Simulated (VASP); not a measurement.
Fe, 1 atom in the cell. It takes space group I4/mmm (No. 139, tetragonal). Conventional cell: a = 2.877 Å, b = 2.877 Å, c = 2.670 Å, α = 90.00°, β = 90.00°, γ = 90.00°. Within 3.2 Å of Fe (site symmetry 4/mmm) lie 14 Fe at 2.43 to 2.88 Å.  This cell differs from its parent crystal: volume 11.049 Å^3 an atom, c/a of the conventional cell 0.9280.

| Property | Result |
| --- | --- |
| Program | VASP 6.6.1 |
| Task | single point |
| Functional | PBE |
| Potentials or basis | VASP PAW PBE potentials, release 64 (Fe) |
| Cutoff | 520 eV |
| k mesh | 12 × 12 × 12 |
| Occupations | gaussian, width 0.15 eV |
| Spin | collinear spin, ferromagnetic start |
| Starting moments | [2.44] μB |
| Dipole correction | no |
| Further INCAR settings | ALGO = Normal; EDIFF = 1e-06; NBANDS = 14 |

Potentials or basis: VASP PAW PBE potentials, release 64 (Fe).

The run is started by

```bash
$ cat potpaw_PBE.64/Fe/POTCAR > POTCAR
$ mpirun -np 1 vasp_std > vasp.out
```

Hardware: 1 thread of AMD EPYC 7571, with other jobs on the host.

Q: How long does it take, and how much memory?

A: It took 80 s on 1 thread of AMD EPYC 7571, with other jobs on the host, peak memory 0.12 GiB. Counts: scf iterations 12, k points 163.
